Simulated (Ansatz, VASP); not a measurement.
**Cs: VASP beside Ansatz**

```
Cs
1.0
     3.21951    0.00000    0.00000
     0.00000    3.21951    0.00000
     0.00000    0.00000    3.21951
Cs
1
Direct
  0.00000 0.00000 0.00000
```

Alike in both runs: task relaxation of cell and atoms; functional PBE; k mesh 11 × 11 × 11; occupations fermi-dirac, width 0.05 eV; no spin polarisation.

|  | VASP | Ansatz |
| --- | --- | --- |
| version | VASP 6.6.1 | Ansatz 0.2.0 |
| potentials or method | VASP PAW PBE potentials, release 64 (Cs_sv) | PAW with Ansatz's default frozen-core files, scalar-relativistic |
| plane-wave cutoff (eV) | 600 | 420 |
| valence electrons in the cell | 9 | 9 |

```csv
,VASP,Ansatz,Ansatz less VASP
relaxed volume (Å³/atom),126.21,126.60,+0.389
relaxed cell length with the largest relative difference (Å),5.016,5.021,+0.0051
```

Neither program's run includes spin-orbit coupling. Noted on VASP's run: the volume moved by over 15 % at a fixed basis, so the end points are rough.
